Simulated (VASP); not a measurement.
Wanted: the native input for a VASP 6.6.1 run.

```yaml
Task: single point
Functional: PBE
Dispersion: D3(BJ)
Potentials_or_basis: VASP PAW PBE potentials, release 64 (Mo_sv, S)
Cutoff: 520 eV
k_mesh: 15 × 15 × 15
Occupations: gaussian, width 0.15 eV
Spin: no spin polarisation
Dipole_correction: no
Further_INCAR_settings: ALGO = Normal; EDIFF = 1e-06; NBANDS = 20
```

The structure of MoS2 lies in POSCAR:

```
MoS2
1.0
    1.5671157387      0.9047746936      5.9549887142
   -1.5671157387      0.9047746936      5.9549887142
    0.0000000000     -1.8095493872      5.9549887142
Mo S
1 2
Direct
    0.0000000000      0.0000000000      0.0000000000
    0.7812385173      0.7812385173      0.7066343087
    0.2187614827      0.2187614827      0.2933656913
```

This cell differs from its parent crystal: atoms displaced along a vibrational mode.

The input as run:

INCAR

```
  PREC = Accurate
  ENCUT = 520
  EDIFF = 1E-6
  ISMEAR = 0
  SIGMA = 0.15
  LREAL = False
  LASPH = True
  NELM = 80
  ALGO = Normal
  ISIF = 2
  LWAVE = False
  LCHARG = False
  GGA = PE
  IVDW = 12
  NBANDS = 20
```

KPOINTS

```
Automatic mesh
0
Gamma
  15 15 15
```

Potentials or basis: VASP PAW PBE potentials, release 64 (Mo_sv, S).

Launch:

```console
$ cat potpaw_PBE.64/Mo_sv/POTCAR potpaw_PBE.64/S/POTCAR > POTCAR
$ mpirun -np 1 vasp_std > vasp.out
```

It gave:

```
Pressure                   : 1.2 GPa
Largest force              : 1.235 eV/Å
Band gap on the k mesh     : zero (bands 13 and 14 overlap by 0.45 eV)
Dispersion energy per atom : -0.450 eV
```

Caveat: the cell differs from its parent crystal (atoms displaced along a vibrational mode); the stress differs along the axes, from -4 to 5 GPa; forces of over 1 eV/Å act on the atoms, so gaps and moduli don't describe the material at rest.

Run time: 63 min on 1 thread of Intel Xeon 8259CL, with other jobs on the host, peak memory 0.99 GiB.
